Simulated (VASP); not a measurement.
# Co (P6/mmm) in VASP: notebook

The runs below take Co through single point, relaxation of cell and atoms, with PBE.

Program: VASP 6.6.1. These are calculated values, not measurements. Logs are shortened: lines on timing, memory, paths and dates and some standing lists are left out, and cuts for length are marked.

### Step 1. The cell of the first run

Symmetry: P6/mmm, No. 191, hexagonal system. The conventional cell has a = 3.541 Å, b = 3.541 Å, c = 2.151 Å, α = 90.00°, β = 90.00°, γ = 120.00°. Co (site symmetry 6/mmm) has 14 Co at 2.15 to 2.31 Å within 2.8 Å. Co (site symmetry -6m2) has 11 Co at 2.04 to 2.31 Å within 2.7 Å.

### Step 2. Single point, PBE, collinear spin, ferromagnetic start

INCAR reads:

```
SYSTEM = Co
  ALGO = Normal
  EDIFF = 1E-6
  ENCUT = 520
  GGA = PE
  ISIF = 2
  ISMEAR = -1
  ISPIN = 2
  LASPH = .TRUE.
  LCHARG = .TRUE.
  LELF = .TRUE.
  LMAXMIX = 4
  LORBIT = 11
  LREAL = .FALSE.
  LVHAR = .TRUE.
  LWAVE = .FALSE.
  MAGMOM = 1.7 1.7 1.7
  NBANDS = 24
  NELM = 150
  PREC = Accurate
  SIGMA = 0.1
```

KPOINTS reads:

```
k-points
0
G
  10 10 14
  0 0 0
```

POSCAR reads:

```
Co
1.0
    3.5411751145      0.0000000000      0.0000000000
   -1.7705875573      3.0667476083      0.0000000000
    0.0000000000      0.0000000000      2.1510523566
Co
3
Direct
    0.0000000000      0.0000000000      0.0000000000
    0.3333333333      0.6666666667      0.5000000000
    0.6666666667      0.3333333333      0.5000000000
```

Potentials or basis: VASP PAW PBE potentials, release 64 (Co).

Command:

```console
cat potpaw_PBE.64/Co/POTCAR > POTCAR
mpirun -np 1 vasp_std > vasp.out
```

OUTCAR:

```text
SYSTEM = Co
   EDIFF = 1E-6
   ENCUT = 520
   GGA = PE
   ISIF = 2
   ISMEAR = -1
   ISPIN = 2
   LASPH = .TRUE.
   LORBIT = 11
   LREAL = .FALSE.
   NELM = 150
   PREC = Accurate

 ion  position               nearest neighbor table
   1  0.000  0.000  0.000-   2 2.31   3 2.31   2 2.31   3 2.31   2 2.31   2 2.31   3 2.31   3 2.31
                             3 2.31   3 2.31   2 2.31   2 2.31
   2  0.333  0.667  0.500-   3 2.04   3 2.04   3 2.04   1 2.31   1 2.31   1 2.31   1 2.31   1 2.31
                             1 2.31   3 2.97   3 2.97   3 2.97   3 2.97   3 2.97   3 2.97
   3  0.667  0.333  0.500-   2 2.04   2 2.04   2 2.04   1 2.31   1 2.31   1 2.31   1 2.31   1 2.31
                             1 2.31   2 2.97   2 2.97   2 2.97   2 2.97   2 2.97   2 2.97

  LATTYP: Found a hexagonal cell.
 ALAT       =     3.5411751145
 C/A-ratio  =     0.6074402669

  Lattice vectors:

 A1 = (   3.5411751145,   0.0000000000,   0.0000000000)
 A2 = (  -1.7705875573,   3.0667476083,   0.0000000000)
 A3 = (   0.0000000000,   0.0000000000,   2.1510523566)

Analysis of symmetry for initial positions (statically):
=====================================================================
 Subroutine PRICEL returns:
 Original cell was already a primitive cell.

 Routine SETGRP: Setting up the symmetry group for a
 hexagonal supercell.

 Subroutine GETGRP returns: Found 24 space group operations
 (whereof 24 operations were pure point group operations)
 out of a pool of 24 trial point group operations.

The static configuration has the point symmetry D_6h.

Analysis of symmetry for dynamics (positions and initial velocities):
=====================================================================
 Subroutine PRICEL returns:
 Original cell was already a primitive cell.

 Routine SETGRP: Setting up the symmetry group for a
 hexagonal supercell.

 Subroutine GETGRP returns: Found 24 space group operations
 (whereof 24 operations were pure point group operations)
 out of a pool of 24 trial point group operations.

The dynamic configuration has the point symmetry D_6h.

Analysis of structural, dynamic, and magnetic symmetry:
=====================================================================
 Subroutine PRICEL returns:
 Original cell was already a primitive cell.

 Routine SETGRP: Setting up the symmetry group for a
 hexagonal supercell.

 Subroutine GETGRP returns: Found 24 space group operations
 (whereof 24 operations were pure point group operations)
 out of a pool of 24 trial point group operations.

The overall configuration has the point symmetry D_6h.

 Subroutine INISYM returns: Found 24 space group operations
 (whereof 24 operations are pure point group operations),
 and found     1 'primitive' translations

----------------------------------------------------------------------------------------

                                     Primitive cell

  volume of cell :      23.3602

  direct lattice vectors                    reciprocal lattice vectors
     3.541175115  0.000000000  0.000000000     0.282392135  0.163039175  0.000000000
    -1.770587557  3.066747608  0.000000000     0.000000000  0.326078350  0.000000000
     0.000000000  0.000000000  2.151052357     0.000000000  0.000000000  0.464888731

  length of vectors
     3.541175115  3.541175114  2.151052357     0.326078350  0.326078350  0.464888731

  position of ions in fractional coordinates (direct lattice)
     0.000000000  0.000000000  0.000000000
     0.333333333  0.666666667  0.500000000
     0.666666667  0.333333333  0.500000000

  ion indices of the primitive-cell ions
   primitive index   ion index
                 1           1
                 2           2
                 3           3

----------------------------------------------------------------------------------------

 KPOINTS: k-points

Automatic generation of k-mesh.
 Grid dimensions read from file:
 generate k-points for:   10   10   14

 Generating k-lattice:

  Cartesian coordinates                     Fractional coordinates (reciprocal lattice)
     0.028239213  0.016303918  0.000000000     0.100000000  0.000000000  0.000000000
     0.000000000  0.032607835  0.000000000     0.000000000  0.100000000  0.000000000
     0.000000000  0.000000000  0.033206338     0.000000000  0.000000000  0.071428571

  Length of vectors
     0.032607835  0.032607835  0.033206338

  Shift w.r.t. Gamma in fractional coordinates (k-lattice)
     0.000000000  0.000000000  0.000000000

 Subroutine IBZKPT returns following result:
 ===========================================

 Found    112 irreducible k-points:

 Following reciprocal coordinates:
            Coordinates               Weight
  0.000000  0.000000  0.000000      1.000000
  0.100000  0.000000  0.000000      6.000000
  0.200000  0.000000  0.000000      6.000000
  0.300000  0.000000  0.000000      6.000000
  0.400000  0.000000  0.000000      6.000000
  0.500000  0.000000  0.000000      3.000000
[... 16 lines left out ...]
  0.300000  0.100000  0.071429     24.000000
  0.400000  0.100000  0.071429     24.000000
 [... further k-points ...]
   k-points           NKPTS =    112   k-points in BZ     NKDIM =    112   number of bands    NBANDS=     24
   number of dos      NEDOS =    301   number of ions     NIONS =      3
   total plane-waves  NPLWV =  12544
   dimension x,y,z NGX =    28 NGY =   28 NGZ =   16
   dimension x,y,z NGXF=    56 NGYF=   56 NGZF=   32
   ions per type =               3
   NGX,Y,Z   is equivalent  to a cutoff of  13.15, 13.15, 12.37 a.u.
   NGXF,Y,Z  is equivalent  to a cutoff of  26.29, 26.29, 24.73 a.u.
 SYSTEM =  Co
   PREC   = accura    normal or accurate (medium, high low for compatibility)
   ISTART =      0    job   : 0-new  1-cont  2-samecut
   ICHARG =      2    charge: 1-file 2-atom 10-const
   ISPIN  =      2    spin polarized calculation?
   LNONCOLLINEAR =      F non collinear calculations
   LSORBIT =      F    spin-orbit coupling
   LASPH  =      T    aspherical Exc in radial PAW
   ENCUT  =  520.0 eV  38.22 Ry    6.18 a.u.   6.58  6.58  4.00*2*pi/ulx,y,z
   NELM   =    150;   NELMIN=  2; NELMDL= -5     # of ELM steps
   EDIFF  = 0.1E-05   stopping-criterion for ELM
   LREAL  =      F    real-space projection
   EDIFFG = 0.1E-04   stopping-criterion for IOM
   NSW    =      0    number of steps for IOM
   IBRION =     -1    ionic relax: 0-MD 1-quasi-New 2-CG
   NFREE  =      0    steps in history (QN), initial steepest desc. (CG)
   ISIF   =      2    stress and relaxation
   ISYM   =      2    0-nonsym 1-usesym 2-fastsym
   POTIM  = 0.5000    time-step for ionic-motion
   TEBEG  =    0.0;   TEEND  =   0.0 temperature during run
   PSTRESS=    0.0 pullay stress
   NELECT =      27.0000    total number of electrons
   NUPDOWN=      -1.0000    fix difference up-down
   EMIN   =  10.00;   EMAX   =-10.00  energy-range for DOS
   EFERMI =   0.00;   METHOD = LEGACY
   ISMEAR =    -1;   SIGMA  =   0.10  broadening in eV -4-tet -1-fermi 0-gaus
   EFERMI_NEDOS =   21; number of points for ismear=-14 and -15
   IALGO  =     38    algorithm
   IMIX   =      4    mixing-type and parameters
     AMIX     =   0.40;   BMIX     =  1.00
     AMIX_MAG =   1.60;   BMIX_MAG =  1.00
  volume/ion in A,a.u.               =       7.79        52.55
  Fermi-wavevector in a.u.,A,eV,Ry     =   1.718056  3.246655 40.160533  2.951716
  Thomas-Fermi vector in A             =   2.794940
   LORBIT       =     11    0 simple, 1 ext, 2 COOP (PROOUT), +10 PAW based schemes
   GGA     = PE    functional components
   LHFCALC =     F    Hartree Fock is set to
   AEXX    =    0.0000 exact exchange contribution
   IVDW    =     0    specifies the selected vdW correction
   LEPSILON=     F    determine dielectric tensor
   LRPA    =     F    only Hartree local field effects (RPA)
 spin polarized calculation
  energy-cutoff  :      520.00
  volume of cell :       23.36
 maximum number of plane-waves:       652
 NGX is ok and might be reduce to    28
   NGX = 13   NGY = 13   NGZ =  7

 number of electron      26.9999997 magnetization       3.4474274

 Free energy of the ion-electron system (eV)
  ---------------------------------------------------
  ext. energy  EPLUGINS =         0.00000000
  ---------------------------------------------------
  free energy    TOTEN  =       -17.47786436 eV

  energy without entropy =      -17.35935199  energy(sigma->0) =      -17.41860818

 E-fermi :  16.1267     XC(G=0): -15.4742

 val. band max:       16.1265868985   @ k =   0.4000   0.0000   0.2143
 cond. band min:      16.1281762842   @ k =   0.2000   0.2000   0.2143
 fundamental gap:      0.0015893856
 Fermi energy:        16.1266693009

 spin component 1

 k-point     1 :       0.0000    0.0000    0.0000
  band No.  band energies     occupation
      1       4.9191      1.00000
      2       9.3800      1.00000
      3      11.4401      1.00000
      4      11.4401      1.00000
      5      11.4831      1.00000
      6      11.4831      1.00000
[... 16 lines left out ...]
     23      36.6989      0.00000
     24      44.6735      0.00000

 k-point     2 :       0.1000    0.0000    0.0000
  band No.  band energies     occupation
      1       5.1016      1.00000
      2       9.4261      1.00000
      3      10.8516      1.00000
      4      11.0948      1.00000
      5      11.5557      1.00000
      6      12.0303      1.00000
[... 16 lines left out ...]
     23      36.9909      0.00000
     24      43.9759      0.00000
[... 565 lines left out ...]
     23      38.3860      0.00000
     24      38.6490      0.00000

 k-point    24 :       0.4000    0.1000    0.0714
  band No.  band energies     occupation
      1       8.1753      1.00000
      2       8.8886      1.00000
      3       9.2755      1.00000
      4      11.0909      1.00000
      5      11.2199      1.00000
      6      11.5426      1.00000
[... 16 lines left out ...]
     23      38.7272      0.00000
     24      39.5588      0.00000

 [... further k-points ...]

 spin component 2

 k-point     1 :       0.0000    0.0000    0.0000
  band No.  band energies     occupation
      1       5.0019      1.00000
      2      10.1040      1.00000
      3      12.2185      1.00000
      4      12.2185      1.00000
      5      12.2558      1.00000
      6      12.2558      1.00000
[... 16 lines left out ...]
     23      36.9255      0.00000
     24      44.5934      0.00000

 k-point     2 :       0.1000    0.0000    0.0000
  band No.  band energies     occupation
      1       5.1852      1.00000
      2      10.1474      1.00000
      3      11.6280      1.00000
      4      11.9018      1.00000
      5      12.2529      1.00000
      6      12.7766      1.00000
[... 16 lines left out ...]
     23      37.2281      0.00000
     24      43.9290      0.00000
[... 565 lines left out ...]
     23      38.6212      0.00000
     24      38.9770      0.00000

 k-point    24 :       0.4000    0.1000    0.0714
  band No.  band energies     occupation
      1       8.3787      1.00000
      2       9.3576      1.00000
      3       9.7581      1.00000
      4      11.8935      1.00000
      5      12.0965      1.00000
      6      12.4126      1.00000
[... 16 lines left out ...]
     23      38.8680      0.00000
     24      39.8405      0.00000

 [... further k-points ...]

------------------------ aborting loop because EDIFF is reached ----------------------------------------

  FORCE on cell =-STRESS in cart. coord.  units (eV):
  Direction    XX          YY          ZZ          XY          YZ          ZX
  --------------------------------------------------------------------------------------
  -------------------------------------------------------------------------------------
  Total       22.7564354     22.7564354     22.8469896     -0.0000000      0.0000000     -0.0000000
  in kB     1560.7681599   1560.7681598   1566.9788939     -0.0000000      0.0000000     -0.0000000
  external PRESSURE =    1562.8384045 kB  Pullay stress =       0.0000000 kB

 VOLUME and BASIS-vectors are now :
 -----------------------------------------------------------------------------
  energy-cutoff  :      520.00
  volume of cell :       23.36
      direct lattice vectors                 reciprocal lattice vectors
     3.541175115  0.000000000  0.000000000     0.282392135  0.163039175  0.000000000
    -1.770587557  3.066747608  0.000000000     0.000000000  0.326078350  0.000000000
     0.000000000  0.000000000  2.151052357     0.000000000  0.000000000  0.464888731

 POSITION                                       TOTAL-FORCE (eV/Angst)
 -----------------------------------------------------------------------------------
      0.00000      0.00000      0.00000        -0.000000      0.000000     -0.000000
     -0.00000      2.04450      1.07553        -0.000000      0.000000     -0.000000
      1.77059      1.02225      1.07553         0.000000      0.000000      0.000000
 -----------------------------------------------------------------------------------
    total drift:                                0.000000      0.000000     -0.000000

  FREE ENERGIE OF THE ION-ELECTRON SYSTEM (eV)
  ---------------------------------------------------
  free  energy   TOTEN  =       -17.4778643581 eV

  energy  without entropy=      -17.3593519931  energy(sigma->0) =      -17.41860818

 total charge

# of ion       s       p       d       tot
------------------------------------------
    1        0.644   0.872   7.592   9.107
    2        0.678   0.896   7.649   9.223
    3        0.678   0.896   7.649   9.223
--------------------------------------------------
tot          2.000   2.663  22.890  27.553

 magnetization (x)

# of ion       s       p       d       tot
------------------------------------------
    1       -0.006  -0.043   1.257   1.208
    2       -0.008  -0.034   1.114   1.071
    3       -0.008  -0.034   1.114   1.071
--------------------------------------------------
tot         -0.023  -0.111   3.485   3.351
```

It took 2.1 min on 1 thread of Intel Xeon Platinum 8375C at 2.90GHz (Ice Lake), shared host; peak memory 0.21 GiB.

Results:

| Property | Result |
| --- | --- |
| Free energy | -17.4779 eV |
| Pressure | 156.3 GPa |
| Net moment | 3.45 μB per cell |
| Site moments | Co +1.21, +1.07 μB |

Levels at points of the mesh, in eV from the Fermi level:
Spin up:
| k point | band 14 | band 15 | band 16 | band 17 | band 18 | band 19 |
| --- | --- | --- | --- | --- | --- | --- |
| (0.00, 0.00, 0.00) | -2.03 | 0.00 | 0.00 | 8.68 | 8.68 | 8.73 |
| (0.50, 0.00, 0.00) | -0.58 | -0.50 | -0.18 | 0.07 | 0.16 | 10.30 |
| (0.00, 0.00, 0.50) | -0.23 | 0.93 | 2.13 | 3.55 | 12.87 | 13.64 |
| (0.50, 0.00, 0.50) | -0.09 | 0.55 | 2.42 | 3.42 | 7.64 | 9.40 |
Spin down:
```
           k point  band 8  band 9  band 10  band 11  band 12  band 13  band 14  band 15  band 16  band 17
(0.00, 0.00, 0.00)   -2.64   -1.75    -1.75    -0.77    -0.77    -0.68    -0.68     1.54     1.54     9.33
(0.50, 0.00, 0.00)   -2.66   -1.76    -0.57    -0.50     0.15     0.45     0.91     0.94     0.95     0.96
(0.00, 0.00, 0.50)   -1.89   -1.87    -1.87     0.75     0.75     1.09     1.09     1.90     3.34     4.22
(0.50, 0.00, 0.50)   -1.91   -1.70    -0.97    -0.53     0.28     0.89     1.39     1.67     3.00     4.04
```

### Step 3. Single point, PBE, collinear spin, ferromagnetic start

INCAR reads:

```
SYSTEM = Co
PREC = Accurate
ENCUT = 520
EDIFF = 1E-6
ISMEAR = -1
SIGMA = 0.1
LREAL = .FALSE.
LASPH = .TRUE.
NELM = 150
ALGO = Normal
ISIF = 2
LWAVE = .FALSE.
LCHARG = .TRUE.
ISPIN = 2
MAGMOM = 1.7 1.7 1.7
LORBIT = 11
LMAXMIX = 4
GGA = PE
LELF = .TRUE.
LVHAR = .TRUE.
NBANDS = 24
```

KPOINTS reads:

```
regular mesh
0
G
  10 10 14
  0 0 0
```

POSCAR reads:

```
Co
1.0
    3.5407986741      0.0000000000      0.0000000000
   -1.7703993371      3.0664216015      0.0000000000
    0.0000000000      0.0000000000      2.1509417761
Co
3
Direct
    0.0000000000      0.0000000000      0.0000000000
    0.3333333333      0.6666666667      0.5000000000
    0.6666666667      0.3333333333      0.5000000000
```

Potentials or basis: VASP PAW PBE potentials, release 64 (Co).

Command:

```console
cat potpaw_PBE.64/Co/POTCAR > POTCAR
mpirun -np 1 vasp_std > vasp.out
```

It took 2.1 min on 1 thread of Intel Xeon Platinum 8375C at 2.90GHz (Ice Lake), shared host; peak memory 0.21 GiB.

Results (log left out):

| Property | Result |
| --- | --- |
| Free energy | -17.4718 eV |
| Pressure | 156.5 GPa |
| Net moment | 3.45 μB per cell |
| Site moments | Co +1.21, +1.07 μB |

Stress tensor (GPa, compression positive):
```
156.30   0.00   0.00
  0.00 156.30   0.00
  0.00   0.00 156.87
```

Levels at points of the mesh, in eV from the Fermi level:
Spin up:
```csv
k point,band 13,band 14,band 15,band 16,band 17,band 18,band 19,band 20
"(0.00, 0.00, 0.00)",-2.03,-2.03,0.00,0.00,8.68,8.68,8.74,8.74
"(0.50, 0.00, 0.00)",-0.58,-0.58,-0.50,-0.18,0.07,0.16,10.30,19.24
"(0.00, 0.00, 0.50)",-0.23,-0.23,0.93,2.14,3.55,12.87,13.64,13.64
"(0.50, 0.00, 0.50)",-0.62,-0.09,0.55,2.42,3.42,7.64,9.41,11.85
```
Spin down:
```tsv
k point	band 9	band 10	band 11	band 12	band 13	band 14	band 15	band 16
(0.00, 0.00, 0.00)	-1.75	-1.75	-0.77	-0.77	-0.68	-0.68	1.54	1.54
(0.50, 0.00, 0.00)	-1.76	-0.57	-0.50	0.15	0.45	0.91	0.94	0.95
(0.00, 0.00, 0.50)	-1.87	-1.87	0.74	0.74	1.09	1.09	1.90	3.34
(0.50, 0.00, 0.50)	-1.70	-0.97	-0.53	0.28	0.89	1.39	1.67	3.00
```

[end of part 1 of 2]
